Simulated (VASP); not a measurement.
# LiCl: single point with r2SCAN

Crystal: LiCl.

```
CELL_PARAMETERS angstrom
0.00000 2.55620 2.55620
2.55620 0.00000 2.55620
2.55620 2.55620 0.00000
ATOMIC_POSITIONS crystal
Li 0.00000 0.00000 0.00000
Cl 0.50000 0.50000 0.50000
```

```json
{"Program": "VASP 6.6.1", "Task": "single point", "Functional": "r2SCAN", "Potentials or basis": "VASP PAW PBE potentials, release 64 (Li_sv, Cl)", "Cutoff": "520 eV", "k mesh": "8 × 8 × 8", "Occupations": "gaussian, width 0.02 eV", "Spin": "no spin polarisation", "Dipole correction": "no", "Further INCAR settings": "ALGO = Normal; EDIFF = 1e-06; NBANDS = 12"}
```

The band gap on the k mesh is 7.36 eV, direct.

Levels at points of the mesh, in eV from the valence-band top:
| k point | band 2 | band 3 | band 4 | band 5 | band 6 | band 7 | band 8 | band 9 |
| --- | --- | --- | --- | --- | --- | --- | --- | --- |
| (0.00, 0.00, 0.00) | -14.02 | 0.00 | 0.00 | 0.00 | 7.36 | 12.67 | 12.67 | 12.67 |
| (0.50, 0.00, 0.00) | -13.42 | -2.88 | -0.28 | -0.28 | 7.55 | 10.32 | 10.32 | 14.32 |
| (0.50, 0.50, 0.00) | -13.17 | -2.98 | -1.14 | -1.14 | 8.79 | 8.91 | 13.66 | 15.50 |

Wall time 51 s on 1 thread of Intel Xeon 6975P-C (shared host), peak memory 0.16 GiB.

Caveat: the PAW data sets were made with another functional, which shifts forces and pressure a little. r2SCAN opens gaps a little over a GGA but as a rule still falls short of measured ones.
